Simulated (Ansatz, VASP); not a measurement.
## GaN: VASP beside Ansatz

```
Ga N
1.0
     0.00000    2.30494    2.30494
     2.30494    0.00000    2.30494
     2.30494    2.30494    0.00000
Ga N
1 1
Direct
  0.00000 0.00000 0.00000
  0.25000 0.25000 0.25000
```

Alike in both runs: task single point; functional HSE06; k mesh 4 × 4 × 4; occupations fermi-dirac, width 0.05 eV; no spin polarisation.

|  | VASP | Ansatz |
| --- | --- | --- |
| version | VASP 6.6.1 | Ansatz 0.2.0 development build |
| potentials or method | VASP PAW PBE potentials, release 64 (Ga_d, N) | plane waves, PAW datasets (generated soft set 1) |
| plane-wave cutoff (eV) | 520 | 420 |
| valence electrons in the cell | 18 | 18 |

|  | VASP | Ansatz | Ansatz less VASP |
| --- | --- | --- | --- |
| gap on the k mesh at the Fermi level (eV) | 2.50 | 2.49 | -0.013 |

Ansatz's warnings: stress exchange threshold loose, stress scf threshold loose.

The k mesh is coarse, so the values compare programs but aren't converged.
